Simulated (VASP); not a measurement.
Input of a VASP 6.6.1 run:

INCAR

```
SYSTEM = FePt
PREC = Accurate ; ENCUT = 520
EDIFF = 1E-7 ; ISMEAR = 0
SIGMA = 0.025 ; LREAL = .FALSE.
LASPH = .TRUE. ; NELM = 150
ALGO = Normal ; ISIF = 2
LWAVE = .FALSE. ; LCHARG = .TRUE.
ISPIN = 2 ; MAGMOM = 0 3
LORBIT = 11 ; LMAXMIX = 4
GGA = PE ; LELF = .TRUE.
LVHAR = .TRUE. ; NBANDS = 20
```

KPOINTS

```
regular mesh
0
G
  10 10 7
  0 0 0
```

Contents of POSCAR:

```
FePt
1.0
    2.7235000000      0.0000000000      0.0000000000
    0.0000000000      2.7235000000      0.0000000000
    0.0000000000      0.0000000000      3.7200000000
Pt Fe
1 1
Direct
    0.5000000000      0.5000000000      0.5000000000
    0.0000000000      0.0000000000      0.0000000000
```

Potentials or basis: VASP PAW PBE potentials, release 64 (Pt, Fe).

Run with:

```sh
$ cat potpaw_PBE.64/Pt/POTCAR potpaw_PBE.64/Fe/POTCAR > POTCAR
$ mpirun -np 1 vasp_std > vasp.out
```

Problem. Predict the net moment.

Solution. 3.26 μB per cell.

Problem. Estimate the pressure.

Solution. 2.9 GPa.

Stress tensor (GPa, compression positive):
```
2.70 0.00 0.00
0.00 2.70 0.00
0.00 0.00 3.22
```
